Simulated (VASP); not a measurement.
# Si2P (I4_1/amd) in VASP: further runs, part 2 of 2

VASP 6.6.1.

### Step 3. Relaxation of cell and atoms, PBE

Input file INCAR:

```
PREC = Accurate
ENCUT = 600
EDIFF = 1E-7
ISMEAR = 0
SIGMA = 0.1
LREAL = F
LASPH = T
NELM = 100
ALGO = Normal
ISIF = 3
LWAVE = F
LCHARG = F
GGA = PE
IBRION = 2
NSW = 100
EDIFFG = -0.01
```

Input file KPOINTS:

```
Automatic mesh
0
Gamma
  10 10 10
```

Input file POSCAR:

```
Si2P
1.0
   -3.3035817275      3.3035817275      2.2412500876
    3.3035817275     -3.3035817275      2.2412500876
    3.3035817275      3.3035817275     -2.2412500876
Si P
4 2
Direct
    0.3750000000      0.6250000000      0.7500000000
    0.3750000000      0.1250000000      0.7500000000
    0.3750000000      0.6250000000      0.2500000000
    0.8750000000      0.6250000000      0.2500000000
    0.0000000000      0.0000000000      0.0000000000
    0.7500000000      0.2500000000      0.5000000000
```

Potentials or basis: VASP PAW PBE potentials, release 64 (Si, P).

Run with:

```
cat potpaw_PBE.64/Si/POTCAR potpaw_PBE.64/P/POTCAR > POTCAR
mpirun -np 1 vasp_std > vasp.out
```

OUTCAR:

```text
PREC = Accurate
   ENCUT = 600
   EDIFF = 1E-7
   ISMEAR = 0
   LREAL = F
   LASPH = T
   NELM = 100
   ISIF = 3
   GGA = PE
   IBRION = 2
   NSW = 100
   EDIFFG = -0.01

 ion  position               nearest neighbor table
   1  0.375  0.625  0.750-   5 2.36   6 2.36   3 2.59   3 2.59   2 2.59   2 2.59
   2  0.375  0.125  0.750-   5 2.36   6 2.36   1 2.59   4 2.59   1 2.59   4 2.59
   3  0.375  0.625  0.250-   6 2.36   5 2.36   4 2.59   1 2.59   1 2.59   4 2.59
   4  0.875  0.625  0.250-   5 2.36   6 2.36   2 2.59   3 2.59   3 2.59   2 2.59
   5  0.000  0.000  0.000-   3 2.36   2 2.36   4 2.36   1 2.36
   6  0.750  0.250  0.500-   1 2.36   2 2.36   4 2.36   3 2.36

  LATTYP: Found a body centered tetragonal cell.
 ALAT       =     6.6071634550
 C/A-ratio  =     0.6784303439

  Lattice vectors:

 A1 = (  -3.3035817275,   3.3035817275,   2.2412500876)
 A2 = (   3.3035817275,  -3.3035817275,   2.2412500876)
 A3 = (   3.3035817275,   3.3035817275,  -2.2412500876)

Analysis of symmetry for initial positions (statically):
=====================================================================
 Subroutine PRICEL returns:
 Original cell was already a primitive cell.

 Routine SETGRP: Setting up the symmetry group for a
 body centered tetragonal supercell.

 Subroutine GETGRP returns: Found 16 space group operations
 (whereof  8 operations were pure point group operations)
 out of a pool of 16 trial point group operations.

The static configuration has the point symmetry D_2d.
 The point group associated with its full space group is D_4h.

Analysis of symmetry for dynamics (positions and initial velocities):
=====================================================================
 Subroutine PRICEL returns:
 Original cell was already a primitive cell.

 Routine SETGRP: Setting up the symmetry group for a
 body centered tetragonal supercell.

 Subroutine GETGRP returns: Found 16 space group operations
 (whereof  8 operations were pure point group operations)
 out of a pool of 16 trial point group operations.

The dynamic configuration has the point symmetry D_2d.
 The point group associated with its full space group is D_4h.

 Subroutine INISYM returns: Found 16 space group operations
 (whereof  8 operations are pure point group operations),
 and found     1 'primitive' translations

----------------------------------------------------------------------------------------

                                     Primitive cell

  volume of cell :      97.8409

  direct lattice vectors                    reciprocal lattice vectors
    -3.303581728  3.303581728  2.241250088     0.000000000  0.151350880  0.223089785
     3.303581728 -3.303581728  2.241250088     0.151350880  0.000000000  0.223089785
     3.303581728  3.303581728 -2.241250088     0.151350880  0.151350880  0.000000000

  length of vectors
     5.181747429  5.181747429  5.181747429     0.269585127  0.269585127  0.214042466

  position of ions in fractional coordinates (direct lattice)
     0.375000000  0.625000000  0.750000000
     0.375000000  0.125000000  0.750000000
     0.375000000  0.625000000  0.250000000
     0.875000000  0.625000000  0.250000000
     0.000000000  0.000000000  0.000000000
     0.750000000  0.250000000  0.500000000

  ion indices of the primitive-cell ions
[... 62 lines left out ...]
   number of dos      NEDOS =    301   number of ions     NIONS =      6
   total plane-waves  NPLWV =  74088
   dimension x,y,z NGX =    42 NGY =   42 NGZ =   42
   dimension x,y,z NGXF=    84 NGYF=   84 NGZF=   84
   ions per type =               4   2
   NGX,Y,Z   is equivalent  to a cutoff of  13.47, 13.47, 13.47 a.u.
   NGXF,Y,Z  is equivalent  to a cutoff of  26.95, 26.95, 26.95 a.u.
 SYSTEM =  unknown system
   PREC   = accura    normal or accurate (medium, high low for compatibility)
   ISTART =      0    job   : 0-new  1-cont  2-samecut
   ICHARG =      2    charge: 1-file 2-atom 10-const
   ISPIN  =      1    spin polarized calculation?
   LNONCOLLINEAR =      F non collinear calculations
   LSORBIT =      F    spin-orbit coupling
   LASPH  =      T    aspherical Exc in radial PAW
   ENCUT  =  600.0 eV  44.10 Ry    6.64 a.u.  10.35 10.35 10.35*2*pi/ulx,y,z
   NELM   =    100;   NELMIN=  2; NELMDL= -5     # of ELM steps
   EDIFF  = 0.1E-06   stopping-criterion for ELM
   LREAL  =      F    real-space projection
   EDIFFG = -.1E-01   stopping-criterion for IOM
   NSW    =    100    number of steps for IOM
   IBRION =      2    ionic relax: 0-MD 1-quasi-New 2-CG
   NFREE  =      1    steps in history (QN), initial steepest desc. (CG)
   ISIF   =      3    stress and relaxation
   ISYM   =      2    0-nonsym 1-usesym 2-fastsym
   POTIM  = 0.5000    time-step for ionic-motion
   TEBEG  =    0.0;   TEEND  =   0.0 temperature during run
   PSTRESS=    0.0 pullay stress
   NELECT =      26.0000    total number of electrons
   NUPDOWN=      -1.0000    fix difference up-down
   EMIN   =  10.00;   EMAX   =-10.00  energy-range for DOS
   EFERMI =   0.00;   METHOD = LEGACY
   ISMEAR =     0;   SIGMA  =   0.10  broadening in eV -4-tet -1-fermi 0-gaus
   EFERMI_NEDOS =   21; number of points for ismear=-14 and -15
   IALGO  =     38    algorithm
   IMIX   =      4    mixing-type and parameters
     AMIX     =   0.40;   BMIX     =  1.00
     AMIX_MAG =   1.60;   BMIX_MAG =  1.00
  volume/ion in A,a.u.               =      16.31       110.04
  Fermi-wavevector in a.u.,A,eV,Ry     =   1.052509  1.988954 15.072196  1.107775
  Thomas-Fermi vector in A             =   2.187594
   LORBIT       =      0    0 simple, 1 ext, 2 COOP (PROOUT), +10 PAW based schemes
   GGA     = PE    functional components
   LHFCALC =     F    Hartree Fock is set to
   AEXX    =    0.0000 exact exchange contribution
   IVDW    =     0    specifies the selected vdW correction
   LEPSILON=     F    determine dielectric tensor
   LRPA    =     F    only Hartree local field effects (RPA)
 conjugate gradient relaxation of ions
 non-spin polarized calculation
 Gauss-broadening in eV      SIGMA  =   0.10
  energy-cutoff  :      600.00
  volume of cell :       97.84
 maximum number of plane-waves:      3297
 NGX is ok and might be reduce to    42
   NGX = 21   NGY = 21   NGZ = 21

--------------------------------------- Ionic step        1  -------------------------------------------

 number of electron      26.0000000 magnetization

 Free energy of the ion-electron system (eV)
  ---------------------------------------------------
  ext. energy  EPLUGINS =         0.00000000
  ---------------------------------------------------
  free energy    TOTEN  =       -30.83284534 eV

  energy without entropy =      -30.82083706  energy(sigma->0) =      -30.82684120

------------------------ aborting loop because EDIFF is reached ----------------------------------------

  FORCE on cell =-STRESS in cart. coord.  units (eV):
  Direction    XX          YY          ZZ          XY          YZ          ZX
  --------------------------------------------------------------------------------------
  -------------------------------------------------------------------------------------
  Total       -0.1793527     -0.1793527      0.1672736      0.0000000      0.0000000      0.0000000
  in kB       -2.9369605     -2.9369605      2.7391617      0.0000000      0.0000000      0.0000000
  external PRESSURE =      -1.0449198 kB  Pullay stress =       0.0000000 kB
[... 147 lines left out ...]
--------------------------------------- Ionic step        5  -------------------------------------------

 number of electron      26.0000001 magnetization

 Free energy of the ion-electron system (eV)
  ---------------------------------------------------
  ext. energy  EPLUGINS =         0.00000000
  ---------------------------------------------------
  free energy    TOTEN  =       -30.83374373 eV

  energy without entropy =      -30.82122077  energy(sigma->0) =      -30.82748225

 E-fermi :   8.0245     XC(G=0): -10.6014

 val. band max:        8.0220893587   @ k =  -0.4000   0.4000   0.2000
 cond. band min:       8.0248911226   @ k =   0.3000   0.1000   0.1000
 fundamental gap:      0.0028017640
 Fermi energy:         8.0245460522

 k-point     1 :       0.0000    0.0000    0.0000
  band No.  band energies     occupation
      1      -6.1455      2.00000
      2      -2.5848      2.00000
      3       0.5907      2.00000
      4       0.5907      2.00000
      5       2.3623      2.00000
      6       2.6342      2.00000
[... 457 lines left out ...]
      4      -0.6842      2.00000
      5       1.1464      2.00000
      6       2.0336      2.00000
[... 9 lines left out ...]
     16      10.2823      0.00000
     17      11.6616      0.00000

 [... further k-points ...]

------------------------ aborting loop because EDIFF is reached ----------------------------------------

  FORCE on cell =-STRESS in cart. coord.  units (eV):
  Direction    XX          YY          ZZ          XY          YZ          ZX
  --------------------------------------------------------------------------------------
  -------------------------------------------------------------------------------------
  Total       -0.0150067     -0.0150067      0.0036517      0.0000000      0.0000000      0.0000000
  in kB       -0.2461708     -0.2461708      0.0599023      0.0000000      0.0000000      0.0000000
  external PRESSURE =      -0.1441465 kB  Pullay stress =       0.0000000 kB
[... 21 lines left out ...]
  FREE ENERGIE OF THE ION-ELECTRON SYSTEM (eV)
  ---------------------------------------------------
  free  energy   TOTEN  =       -30.8337437257 eV

  energy  without entropy=      -30.8212207718  energy(sigma->0) =      -30.82748225

 reached required accuracy - stopping structural energy minimisation
```

CONTCAR:

```text
Si2P
   1.00000000000000
    -3.2941415151666580    3.2941415151666580    2.2501670878895266
     3.2941415151666580   -3.2941415151666580    2.2501670878895266
     3.2941415151666580    3.2941415151666580   -2.2501670878895266
  Si              P
     4     2
Direct
     0.3750000000000000    0.6250000000000000    0.7500000000000000
     0.3750000000000000    0.1250000000000000    0.7500000000000000
     0.3750000000000000    0.6250000000000000    0.2500000000000000
     0.8750000000000000    0.6250000000000000    0.2500000000000000
     0.0000000000000000    0.0000000000000000    0.0000000000000000
     0.7500000000000000    0.2500000000000000    0.5000000000000000

  0.00000000E+00  0.00000000E+00  0.00000000E+00
  0.00000000E+00  0.00000000E+00  0.00000000E+00
  0.00000000E+00  0.00000000E+00  0.00000000E+00
  0.00000000E+00  0.00000000E+00  0.00000000E+00
  0.00000000E+00  0.00000000E+00  0.00000000E+00
  0.00000000E+00  0.00000000E+00  0.00000000E+00
```

It used 530 s of CPU time on 1 thread of Intel(R) Xeon(R) Platinum 8488C (Sapphire Rapids), on a shared host.

Results:

* Free energy: -30.8337 eV
* Relaxed volume: 16.28 Å³/atom
* Relaxed cell: a = 5.174 Å, b = 5.174 Å, c = 5.174 Å, α = 100.90°, β = 100.90°, γ = 128.44°
* Space group after relaxing (to 0.05 Å): I4_1/amd (No. 141)
* Energy gained by relaxing: 0.1 meV/atom
* Ionic steps: 5
* Pressure after relaxing: 0.0 GPa
* Band gap on the k mesh: zero (band 13 reaches 9.10 eV, above the bottom of band 14 at 6.71 eV)

The path:
| step | energy change (eV) | largest force (eV/Å) | pressure (GPa) | volume (Å³) |
| --- | --- | --- | --- | --- |
| 1 | 0.0000 | 0.0000 | -0.10 | 97.84 |
| 2 | -0.0006 | 0.0000 | 0.02 | 97.69 |
| 3 | -0.0008 | 0.0000 | 0.14 | 97.53 |
| 4 | -0.0009 | 0.0000 | -0.09 | 97.73 |
| 5 | -0.0009 | 0.0000 | -0.01 | 97.67 |

Final structure:
```
CELL_PARAMETERS angstrom
-3.29414 3.29414 2.25017
3.29414 -3.29414 2.25017
3.29414 3.29414 -2.25017
ATOMIC_POSITIONS crystal
Si 0.37500 0.62500 0.75000
Si 0.37500 0.12500 0.75000
Si 0.37500 0.62500 0.25000
Si 0.87500 0.62500 0.25000
P 0.00000 0.00000 0.00000
P 0.75000 0.25000 0.50000
```

Levels at points of the mesh, in eV from the Fermi level:
```tsv
k point	band 11	band 12	band 13	band 14	band 15	band 16
(0.00, 0.00, 0.00)	-3.09	-1.99	-1.99	-1.31	-1.31	1.38
(0.50, 0.00, 0.00)	-1.35	-0.54	0.05	0.86	1.04	2.28
(0.50, 0.50, 0.00)	-0.49	-0.49	0.22	0.22	1.29	1.29
(0.50, 0.50, 0.50)	0.53	0.53	0.84	0.84	1.00	1.00
```

### Step 4. Single point, PBE

This run uses another cell than the first one, of 10.84 Å³/atom, 0.666 times its volume.

Input file INCAR:

```
PREC = Accurate ; ENCUT = 520
EDIFF = 1E-6 ; ISMEAR = 0
SIGMA = 0.1 ; LREAL = F
LASPH = T ; NELM = 100
ALGO = Normal ; ISIF = 2
LWAVE = F ; LCHARG = T
GGA = PE ; LELF = T
LVHAR = T ; NBANDS = 22
```

Input file KPOINTS:

```
regular mesh
0
Gamma
  6 6 6
```

Changes to POSCAR since step 3:

```diff
@@ -2,5 +2,5 @@
 1.0
-   -3.3035817275      3.3035817275      2.2412500876
-    3.3035817275     -3.3035817275      2.2412500876
-    3.3035817275      3.3035817275     -2.2412500876
+   -2.8639015000      2.8639015000      1.9830813600
+    2.8639015000     -2.8639015000      1.9830813600
+    2.8639015000      2.8639015000     -1.9830813600
 Si P
```

Potentials or basis: VASP PAW PBE potentials, release 64 (Si, P).

Run with:

```
cat potpaw_PBE.64/Si/POTCAR potpaw_PBE.64/P/POTCAR > POTCAR
mpirun -np 1 vasp_std > vasp.out
```

OUTCAR:

```text
PREC = Accurate
   ENCUT = 520
   EDIFF = 1E-6
   ISMEAR = 0
   LREAL = F
   LASPH = T
   NELM = 100
   ISIF = 2
   GGA = PE

 ion  position               nearest neighbor table
   1  0.375  0.625  0.750-   5 2.06   6 2.06   3 2.25   3 2.25   2 2.25   2 2.25   5 2.86   6 2.86
                             4 2.86   4 2.86
   2  0.375  0.125  0.750-   5 2.06   6 2.06   1 2.25   4 2.25   1 2.25   4 2.25   6 2.86   5 2.86
                             3 2.86   3 2.86
   3  0.375  0.625  0.250-   6 2.06   5 2.06   4 2.25   1 2.25   1 2.25   4 2.25   5 2.86   6 2.86
                             2 2.86   2 2.86
[... 816 lines left out ...]
  Total       38.1041947     38.1041947     44.4634796      0.0000000      0.0000000      0.0000000
  in kB      938.3539620    938.3539620   1094.9577239      0.0000000      0.0000000      0.0000000
  external PRESSURE =     990.5552160 kB  Pullay stress =       0.0000000 kB

 VOLUME and BASIS-vectors are now :
 -----------------------------------------------------------------------------
  energy-cutoff  :      520.00
  volume of cell :       65.06
      direct lattice vectors                 reciprocal lattice vectors
    -2.863901500  2.863901500  1.983081360     0.000000000  0.174587010  0.252132873
     2.863901500 -2.863901500  1.983081360     0.174587010  0.000000000  0.252132873
     2.863901500  2.863901500 -1.983081360     0.174587010  0.174587010  0.000000000

 POSITION                                       TOTAL-FORCE (eV/Angst)
 -----------------------------------------------------------------------------------
      2.86390      1.43195      0.49577         0.000000     -0.000000      0.000000
      1.43195      2.86390     -0.49577         0.000000     -0.000000      0.000000
      1.43195     -0.00000      1.48731         0.000000     -0.000000      0.000000
      0.00000      1.43195      2.47885         0.000000     -0.000000      0.000000
      0.00000      0.00000      0.00000        -0.000000      0.000000     -0.000000
      0.00000      2.86390      0.99154         0.000000     -0.000000     -0.000000
 -----------------------------------------------------------------------------------
    total drift:                               -0.000000      0.000000      0.000000

  FREE ENERGIE OF THE ION-ELECTRON SYSTEM (eV)
  ---------------------------------------------------
  free  energy   TOTEN  =       -23.7764709523 eV

  energy  without entropy=      -23.7641311400  energy(sigma->0) =      -23.77030105
```

stdout:

```text
POSCAR found type information on POSCAR SiP
 POSCAR found :  2 types and       6 ions
 scaLAPACK will be used
 LDA part: xc-table for (Slater+PW92), standard interpolation
 POSCAR, INCAR and KPOINTS ok, starting setup
 FFT: planning ... GRIDC
 FFT: planning ... GRID_SOFT
 FFT: planning ... GRID
 WAVECAR not read
 entering main loop
```

It used 38 s of CPU time on 1 thread of Intel(R) Xeon(R) Platinum 8488C (Sapphire Rapids), with other jobs on the host.

Results:

```
Free energy            : -23.7765 eV
Pressure               : 99.1 GPa
Band gap on the k mesh : zero (band 13 reaches 15.12 eV, above the bottom of band 14 at 11.52 eV)
```

### Step 5. The runs side by side

```csv
task,cell,k mesh,cutoff (eV),gap on the mesh (eV),pressure (GPa)
single point,"a = 5.174 Å, angles 100.9, 100.9, 128.4°, 6 atoms",10 × 10 × 10,520,none,-0.1
relaxation of cell and atoms,"relaxed from a = 5.182 Å, angles 100.8, 100.8, 128.7°, 6 atoms",10 × 10 × 10,600,none,0.0
single point,"a = 4.510 Å, angles 101.1, 101.1, 127.8°, 6 atoms",6 × 6 × 6,520,none,99.1
```

Alike in all rows: level PBE; potentials or basis VASP PAW PBE potentials, release 64 (Si, P); no spin polarisation; smearing gaussian 0.1 eV.

Absolute energies hang on the potentials; compare differences alone.
